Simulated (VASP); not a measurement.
A run of VASP 6.6.1:

The input INCAR:

```
ALGO = Normal
EDIFF = 1E-7
ENCUT = 520
GGA = PE
ISIF = 2
ISMEAR = -1
LASPH = True
LCHARG = False
LREAL = False
LWAVE = False
NBANDS = 21
NELM = 100
PREC = Accurate
SIGMA = 0.02
```

KPOINTS

```
k-points
0
Gamma
  4 4 4
```

The input POSCAR:

```
CdSb2C
1.0
    3.8334338938      0.0000000000      0.0000000000
    0.0000000000      3.8334338938      0.0000000000
    0.0000000000      0.0000000000      6.6035399915
Cd Sb C
1 2 1
Direct
    0.0000000000      0.0000000000      0.0000000000
    0.0000000000      0.5000000000      0.3114037710
    0.5000000000      0.0000000000      0.6885962290
    0.5000000000      0.5000000000      0.5000000000
```

Potentials or basis: VASP PAW PBE potentials, release 64 (Cd, Sb, C).

Launch:

```console
$ cat potpaw_PBE.64/Cd/POTCAR potpaw_PBE.64/Sb/POTCAR potpaw_PBE.64/C/POTCAR > POTCAR
$ mpirun -np 1 vasp_std > vasp.out
```

Hardware: 1 thread of Intel(R) Xeon(R) Platinum 8259CL CPU @ 2.50GHz (Skylake/Cascade Lake), with other jobs on the host.

How long does it take, and how much memory?

Wall time 35 s on 1 thread of Intel(R) Xeon(R) Platinum 8259CL CPU @ 2.50GHz (Skylake/Cascade Lake) (shared host), peak memory 0.22 GiB. Counts: scf iterations 15, k points 18.
